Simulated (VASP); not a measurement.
# HfN (d.f) (Fm-3m) in VASP: single point with PBE+D3(BJ)

Aim: the single point of HfN (d.f) with PBE+D3(BJ).

All numbers are computed with VASP 6.6.1; they aren't measurements. Logs are shortened: lines on timing, memory, paths and dates and some standing lists are left out, and cuts for length are marked.

**1. The cell of the first run**

Symmetry: Fm-3m, No. 225, cubic system. The conventional cell has a = 4.517 Å, b = 4.517 Å, c = 4.517 Å, α = 90.00°, β = 90.00°, γ = 90.00°. Hf (site symmetry m-3m) has 6 N at 2.26 Å within 3.0 Å. Within 3.0 Å of N (site symmetry m-3m) lie 6 Hf at 2.26 Å.

**2. Single point, PBE+D3(BJ)**

INCAR reads:

```
PREC = Accurate ; ENCUT = 600
EDIFF = 1E-6 ; ISMEAR = 0
SIGMA = 0.1 ; LREAL = False
LASPH = True ; NELM = 120
ALGO = Normal ; ISIF = 2
LWAVE = False ; LCHARG = True
GGA = PE ; IVDW = 12
LELF = True ; LVHAR = True
NBANDS = 14 ; GGA_COMPAT = False
```

KPOINTS reads:

```
Automatic mesh
0
Gamma
  16 16 16
```

POSCAR reads:

```
HfN
1.0
    0.0000000000      2.2584862611      2.2584862611
    2.2584862611      0.0000000000      2.2584862611
    2.2584862611      2.2584862611      0.0000000000
Hf N
1 1
Direct
    0.0000000000      0.0000000000      0.0000000000
    0.5000000000      0.5000000000      0.5000000000
```

Potentials or basis: VASP PAW PBE potentials, release 64 (Hf_pv, N).

The run is started by

```bash
$ cat potpaw_PBE.64/Hf_pv/POTCAR potpaw_PBE.64/N/POTCAR > POTCAR
$ mpirun -np 1 vasp_std > vasp.out
```

OUTCAR:

```text
PREC = Accurate
   ENCUT = 600
   EDIFF = 1E-6
   ISMEAR = 0
   LREAL = False
   LASPH = True
   NELM = 120
   ISIF = 2
   GGA = PE
   IVDW = 12
 IVDW          = 12

 ion  position               nearest neighbor table
   1  0.000  0.000  0.000-   2 2.26   2 2.26   2 2.26   2 2.26   2 2.26   2 2.26
   2  0.500  0.500  0.500-   1 2.26   1 2.26   1 2.26   1 2.26   1 2.26   1 2.26

  LATTYP: Found a face centered cubic cell.
 ALAT       =     4.5169725222

  Lattice vectors:

 A1 = (   0.0000000000,   2.2584862611,   2.2584862611)
 A2 = (   2.2584862611,   0.0000000000,   2.2584862611)
 A3 = (   2.2584862611,   2.2584862611,   0.0000000000)

Analysis of symmetry for initial positions (statically):
=====================================================================
 Subroutine PRICEL returns:
 Original cell was already a primitive cell.

 Routine SETGRP: Setting up the symmetry group for a
 face centered cubic supercell.

 Subroutine GETGRP returns: Found 48 space group operations
 (whereof 48 operations were pure point group operations)
 out of a pool of 48 trial point group operations.

The static configuration has the point symmetry O_h .

Analysis of symmetry for dynamics (positions and initial velocities):
=====================================================================
 Subroutine PRICEL returns:
 Original cell was already a primitive cell.

 Routine SETGRP: Setting up the symmetry group for a
 face centered cubic supercell.

 Subroutine GETGRP returns: Found 48 space group operations
 (whereof 48 operations were pure point group operations)
 out of a pool of 48 trial point group operations.

The dynamic configuration has the point symmetry O_h .

 Subroutine INISYM returns: Found 48 space group operations
 (whereof 48 operations are pure point group operations),
 and found     1 'primitive' translations

----------------------------------------------------------------------------------------

                                     Primitive cell

  volume of cell :      23.0400

  direct lattice vectors                    reciprocal lattice vectors
     0.000000000  2.258486261  2.258486261    -0.221387222  0.221387222  0.221387222
     2.258486261  0.000000000  2.258486261     0.221387222 -0.221387222  0.221387222
     2.258486261  2.258486261  0.000000000     0.221387222  0.221387222 -0.221387222

  length of vectors
     3.193981901  3.193981901  3.193981901     0.383453917  0.383453917  0.383453917

  position of ions in fractional coordinates (direct lattice)
     0.000000000  0.000000000  0.000000000
     0.500000000  0.500000000  0.500000000

  ion indices of the primitive-cell ions
   primitive index   ion index
                 1           1
                 2           2

----------------------------------------------------------------------------------------

 KPOINTS: Automatic mesh

Automatic generation of k-mesh.
 Grid dimensions read from file:
 generate k-points for:   16   16   16

 Generating k-lattice:

  Cartesian coordinates                     Fractional coordinates (reciprocal lattice)
    -0.013836701  0.013836701  0.013836701     0.062500000  0.000000000  0.000000000
     0.013836701 -0.013836701  0.013836701     0.000000000  0.062500000  0.000000000
     0.013836701  0.013836701 -0.013836701     0.000000000  0.000000000  0.062500000

  Length of vectors
     0.023965870  0.023965870  0.023965870

  Shift w.r.t. Gamma in fractional coordinates (k-lattice)
     0.000000000  0.000000000  0.000000000

 Subroutine IBZKPT returns following result:
 ===========================================

 Found    145 irreducible k-points:

 Following reciprocal coordinates:
            Coordinates               Weight
  0.000000  0.000000  0.000000      1.000000
  0.062500  0.000000  0.000000      8.000000
  0.125000  0.000000  0.000000      8.000000
  0.187500  0.000000  0.000000      8.000000
  0.250000  0.000000  0.000000      8.000000
  0.312500  0.000000  0.000000      8.000000
[... 16 lines left out ...]
 -0.125000  0.062500  0.000000     24.000000
 -0.062500  0.062500  0.000000     12.000000
 [... further k-points ...]
   k-points           NKPTS =    145   k-points in BZ     NKDIM =    145   number of bands    NBANDS=     14
   number of dos      NEDOS =    301   number of ions     NIONS =      2
   total plane-waves  NPLWV =  21952
   dimension x,y,z NGX =    28 NGY =   28 NGZ =   28
   dimension x,y,z NGXF=    56 NGYF=   56 NGZF=   56
   ions per type =               1   1
   NGX,Y,Z   is equivalent  to a cutoff of  14.57, 14.57, 14.57 a.u.
   NGXF,Y,Z  is equivalent  to a cutoff of  29.15, 29.15, 29.15 a.u.
 SYSTEM =  unknown system
   PREC   = accura    normal or accurate (medium, high low for compatibility)
   ISTART =      0    job   : 0-new  1-cont  2-samecut
   ICHARG =      2    charge: 1-file 2-atom 10-const
   ISPIN  =      1    spin polarized calculation?
   LNONCOLLINEAR =      F non collinear calculations
   LSORBIT =      F    spin-orbit coupling
   LASPH  =      T    aspherical Exc in radial PAW
   ENCUT  =  600.0 eV  44.10 Ry    6.64 a.u.   6.38  6.38  6.38*2*pi/ulx,y,z
   NELM   =    120;   NELMIN=  2; NELMDL= -5     # of ELM steps
   EDIFF  = 0.1E-05   stopping-criterion for ELM
   LREAL  =      F    real-space projection
   EDIFFG = 0.1E-04   stopping-criterion for IOM
   NSW    =      0    number of steps for IOM
   IBRION =     -1    ionic relax: 0-MD 1-quasi-New 2-CG
   NFREE  =      0    steps in history (QN), initial steepest desc. (CG)
   ISIF   =      2    stress and relaxation
   ISYM   =      2    0-nonsym 1-usesym 2-fastsym
   POTIM  = 0.5000    time-step for ionic-motion
   TEBEG  =    0.0;   TEEND  =   0.0 temperature during run
   PSTRESS=    0.0 pullay stress
   NELECT =      15.0000    total number of electrons
   NUPDOWN=      -1.0000    fix difference up-down
   EMIN   =  10.00;   EMAX   =-10.00  energy-range for DOS
   EFERMI =   0.00;   METHOD = LEGACY
   ISMEAR =     0;   SIGMA  =   0.10  broadening in eV -4-tet -1-fermi 0-gaus
   EFERMI_NEDOS =   21; number of points for ismear=-14 and -15
   IALGO  =     38    algorithm
   IMIX   =      4    mixing-type and parameters
     AMIX     =   0.40;   BMIX     =  1.00
     AMIX_MAG =   1.60;   BMIX_MAG =  1.00
  volume/ion in A,a.u.               =      11.52        77.74
  Fermi-wavevector in a.u.,A,eV,Ry     =   1.418876  2.681287 27.391376  2.013209
  Thomas-Fermi vector in A             =   2.539956
   LORBIT       =      0    0 simple, 1 ext, 2 COOP (PROOUT), +10 PAW based schemes
   GGA     = PE    functional components
   LHFCALC =     F    Hartree Fock is set to
   AEXX    =    0.0000 exact exchange contribution
   IVDW    =    12    specifies the selected vdW correction
   LEPSILON=     F    determine dielectric tensor
   LRPA    =     F    only Hartree local field effects (RPA)
 non-spin polarized calculation
 Gauss-broadening in eV      SIGMA  =   0.10
  energy-cutoff  :      600.00
  volume of cell :       23.04
 maximum number of plane-waves:       785
 NGX is ok and might be reduce to    28
   NGX = 13   NGY = 13   NGZ = 13

 number of electron      15.0000002 magnetization

 Free energy of the ion-electron system (eV)
  ---------------------------------------------------
  ext. energy  EPLUGINS =         0.00000000
  ---------------------------------------------------
  free energy    TOTEN  =       -21.75923083 eV

  energy without entropy =      -21.75630003  energy(sigma->0) =      -21.75776543

 E-fermi :   8.3927     XC(G=0): -12.7361

 val. band max:        8.3925376872   @ k =  -0.1250   0.0625   0.0000
 cond. band min:       8.3971304918   @ k =   0.3750   0.1250   0.0000
 fundamental gap:      0.0045928046
 Fermi energy:         8.3926671096

 k-point     1 :       0.0000    0.0000    0.0000
  band No.  band energies     occupation
      1     -22.7591      2.00000
      2     -22.7591      2.00000
      3     -22.7591      2.00000
      4      -9.1238      2.00000
      5       5.3623      2.00000
      6       5.3623      2.00000
      7       5.3623      2.00000
      8       8.0444      2.00000
      9       8.0444      2.00000
     10       8.0444      2.00000
     11      10.1943      0.00000
     12      10.3616      0.00000
     13      10.3616      0.00000
     14      17.9574      0.00000

 k-point     2 :       0.0625    0.0000    0.0000
  band No.  band energies     occupation
      1     -22.7995      2.00000
      2     -22.7624      2.00000
      3     -22.7624      2.00000
      4      -9.0333      2.00000
      5       4.9560      2.00000
      6       5.1273      2.00000
      7       5.1273      2.00000
      8       8.1560      1.99918
      9       8.1793      1.99745
     10       8.1793      1.99745
     11      10.4872      0.00000
     12      10.6664      0.00000
     13      10.6664      0.00000
     14      18.2655      0.00000

 k-point     3 :       0.1250    0.0000    0.0000
  band No.  band energies     occupation
      1     -22.9124      2.00000
      2     -22.7719      2.00000
      3     -22.7719      2.00000
      4      -8.7731      2.00000
      5       4.0449      2.00000
      6       4.5818      2.00000
      7       4.5818      2.00000
      8       8.3484      1.46885
      9       8.5344      0.04499
     10       8.5344      0.04499
     11      11.2313      0.00000
     12      11.4601      0.00000
     13      11.4601      0.00000
     14      19.1214      0.00000

 k-point     4 :       0.1875    0.0000    0.0000
  band No.  band energies     occupation
      1     -23.0764      2.00000
      2     -22.7861      2.00000
      3     -22.7861      2.00000
      4      -8.3753      2.00000
      5       2.9845      2.00000
      6       3.9524      2.00000
      7       3.9524      2.00000
      8       8.5900      0.00526
      9       9.0609      0.00000
     10       9.0609      0.00000
     11      12.1602      0.00000
     12      12.5307      0.00000
     13      12.5307      0.00000
     14      20.3078      0.00000

 k-point     5 :       0.2500    0.0000    0.0000
  band No.  band energies     occupation
      1     -23.2625      2.00000
      2     -22.8027      2.00000
      3     -22.8027      2.00000
      4      -7.8869      2.00000
      5       1.9380      2.00000
      6       3.3624      2.00000
      7       3.3624      2.00000
      8       8.9578      0.00000
      9       9.7308      0.00000
     10       9.7308      0.00000
     11      13.0496      0.00000
[... 276 lines left out ...]
 k-point    22 :      -0.1875    0.0625    0.0000
  band No.  band energies     occupation
      1     -23.1441      2.00000
      2     -22.8282      2.00000
      3     -22.7790      2.00000
      4      -8.1705      2.00000
      5       2.4797      2.00000
      6       3.5253      2.00000
      7       3.9640      2.00000
      8       8.6301      0.00079
      9       9.0028      0.00000
     10       9.9076      0.00000
     11      11.7575      0.00000
     12      13.1710      0.00000
     13      13.5837      0.00000
     14      20.6091      0.00000

 k-point    23 :      -0.1250    0.0625    0.0000
  band No.  band energies     occupation
      1     -22.9779      2.00000
      2     -22.8063      2.00000
      3     -22.7668      2.00000
      4      -8.5882      2.00000
      5       3.4498      2.00000
      6       4.1134      2.00000
      7       4.5526      2.00000
      8       8.3925      1.00146
      9       8.5089      0.10031
     10       9.2299      0.00000
     11      10.8961      0.00000
     12      12.1750      0.00000
     13      12.4203      0.00000
     14      19.7233      0.00000

 k-point    24 :      -0.0625    0.0625    0.0000
  band No.  band energies     occupation
      1     -22.8553      2.00000
      2     -22.7832      2.00000
      3     -22.7610      2.00000
      4      -8.8882      2.00000
      5       4.3446      2.00000
      6       4.6995      2.00000
      7       5.0131      2.00000
      8       8.2071      1.99130
      9       8.2187      1.98613
     10       8.6579      0.00018
     11      10.4507      0.00000
     12      11.2418      0.00000
     13      11.3966      0.00000
     14      18.7539      0.00000

 [... further k-points ...]

------------------------ aborting loop because EDIFF is reached ----------------------------------------

 Edisp (eV)   -0.77294

 E8    (eV) :    -0.3626

  FORCE on cell =-STRESS in cart. coord.  units (eV):
  Direction    XX          YY          ZZ          XY          YZ          ZX
  --------------------------------------------------------------------------------------
  -------------------------------------------------------------------------------------
  Total      -0.36363    -0.36363    -0.36363    -0.00000     0.00000     0.00000
  in kB     -25.28662   -25.28662   -25.28662    -0.00000     0.00000     0.00000
  external pressure =      -25.29 kB  Pullay stress =        0.00 kB

 VOLUME and BASIS-vectors are now :
 -----------------------------------------------------------------------------
  energy-cutoff  :      600.00
  volume of cell :       23.04
      direct lattice vectors                 reciprocal lattice vectors
     0.000000000  2.258486261  2.258486261    -0.221387222  0.221387222  0.221387222
     2.258486261  0.000000000  2.258486261     0.221387222 -0.221387222  0.221387222
     2.258486261  2.258486261  0.000000000     0.221387222  0.221387222 -0.221387222

 POSITION                                       TOTAL-FORCE (eV/Angst)
 -----------------------------------------------------------------------------------
      0.00000      0.00000      0.00000        -0.000000     -0.000000     -0.000000
      2.25849      2.25849      2.25849         0.000000      0.000000      0.000000
 -----------------------------------------------------------------------------------
    total drift:                                0.000000      0.000000      0.000000

  FREE ENERGIE OF THE ION-ELECTRON SYSTEM (eV)
  ---------------------------------------------------
  free  energy   TOTEN  =       -22.5321662991 eV

  energy  without entropy=      -22.5292354986  energy(sigma->0) =      -22.53070090
```

It took 47 s on 1 thread of Intel Xeon Platinum 8375C at 2.90GHz (Ice Lake), shared host; peak memory 0.21 GiB.

Results:

| Item | Value |
| --- | --- |
| Free energy | -22.5322 eV |
| Pressure | -2.5 GPa |
| Dispersion energy per atom | -0.386 eV |

Caveat: spin-orbit coupling is left out, which moves the levels of the heavy elements; pairwise dispersion overbinds metals, which lowers pressure and volume.
